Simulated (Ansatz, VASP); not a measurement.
**One calculation of GaSb, two programs**

File INCAR:

```
  PREC = Accurate
  ENCUT = 520
  EDIFF = 1E-6
  ISMEAR = 0
  SIGMA = 0.15
  LREAL = F
  LASPH = T
  NELM = 80
  ALGO = Normal
  ISIF = 2
  LWAVE = F
  LCHARG = F
  GGA = CA
  NBANDS = 16
```

Contents of KPOINTS:

```
regular mesh
0
Gamma
  18 18 18
```

Contents of POSCAR:

```
GaSb
1.0
   -1.6323604081      2.3952750593      2.6807233274
    1.6323604081     -2.3952750593      2.6807233274
    1.6323604081      2.3952750593     -2.6807233274
Ga Sb
1 1
Direct
    0.0000000000      0.0000000000      0.0000000000
    0.5000000000      0.5000000000      0.0000000000
```

Input for Ansatz:

```yaml
crystal:
  lattice:
    - [-1.6323604081, 2.3952750593, 2.6807233274]
    - [1.6323604081, -2.3952750593, 2.6807233274]
    - [1.6323604081, 2.3952750593, -2.6807233274]
  atoms:
    - { symbol: Ga, position: [0.0, 0.0, 0.0] }
    - { symbol: Sb, position: [0.5, 0.5, 0.0] }
basis:
  ecutwfc: 420
kpoints:
  mp_grid: { grid: [18, 18, 18] }
hamiltonian:
  xc: lda
  pseudopotentials: { kind: paw, azcp: { folder: soft_1 } }
scf:
  occupations: { method: gaussian, width: 0.15 }
output:
  forces: true
  stress: true
  eigenvalues: true
```

Change from the starting cell: volume 20.963 Å^3 an atom, stretch along a over the lengths across it, relative to the relaxed cell 1.0835.

Alike in both runs: task single point; functional LDA; k mesh 18 × 18 × 18; occupations gaussian, width 0.15 eV; no spin polarisation.

|  | VASP | Ansatz |
| --- | --- | --- |
| version | VASP 6.6.1 | Ansatz 0.2.0 |
| potentials or method | VASP PAW LDA potentials, release 64 (Ga_d, Sb), cutoff 520 eV | scalar-relativistic, plane waves, PAW |
| valence electrons in the cell | 18 | 28 |

|  | VASP | Ansatz | Ansatz less VASP |
| --- | --- | --- | --- |
| gap on the k mesh at the Fermi level (eV) | none | none | - |
| pressure (GPa) | 4.9 | 4.7 | -0.26 |
| traceless stress, the component that is largest in VASP (GPa) | 4.66 | 4.62 | -0.040 |

Ansatz warns that its potentials were made for another functional, while VASP's fit it. LDA's correlation is that of Perdew and Zunger in VASP and of Perdew and Wang (1992) in Ansatz. A gap of «none» marks a metal or a gap that the smearing closes. VASP's potentials hold 18 valence electrons a cell and Ansatz's 28, so a difference there can come from the potentials and not from the codes.

Spin-orbit coupling is off throughout.
